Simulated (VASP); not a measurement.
Write the native input for VASP 6.6.1 that does the following.

```yaml
Task: single point
Functional: PBEsol
Potentials_or_basis: VASP PAW PBE potentials, release 64 (Cd, Se)
Cutoff: 500 eV
k_mesh: 8 × 8 × 8
Occupations: gaussian, width 0.02 eV
Spin: no spin polarisation
Dipole_correction: no
Further_INCAR_settings: ALGO = Normal; EDIFF = 1e-06; NBANDS = 16
```

The structure of CdSe (sol) lies in POSCAR:

```
CdSe
1.0
    0.0000000000      3.0714838878      2.9960752010
    3.0714838878      0.0000000000      2.9960752010
    3.0714838878      3.0714838878      0.0000000000
Cd Se
1 1
Direct
    0.0000000000      0.0000000000      0.0000000000
    0.2500000000      0.2500000000      0.2500000000
```

This cell differs from its parent crystal: strained cell.

These files were run (other wordings do the same):

INCAR

```
  PREC = Accurate
  ENCUT = 500
  EDIFF = 1E-6
  ISMEAR = 0
  SIGMA = 0.02
  LREAL = F
  LASPH = T
  NELM = 120
  ALGO = Normal
  ISIF = 2
  LWAVE = F
  LCHARG = F
  GGA = PS
  NBANDS = 16
  GGA_COMPAT = F
```

KPOINTS

```
Automatic mesh
0
Gamma
  8 8 8
```

Potentials or basis: VASP PAW PBE potentials, release 64 (Cd, Se).

The run is started by

```console
$ cat potpaw_PBE.64/Cd/POTCAR potpaw_PBE.64/Se/POTCAR > POTCAR
$ mpirun -np 1 vasp_std > vasp.out
```

It gave:

```yaml
Pressure: 0.0 GPa
Band_gap_on_the_k_mesh: 0.42 eV, direct
```

Caveat: the cell differs from its parent crystal (strained cell); the PAW data sets were made with another functional, which shifts forces and pressure a little.

Wall time 45 s on 1 thread of Intel Xeon 8259CL (shared host), peak memory 0.21 GiB.
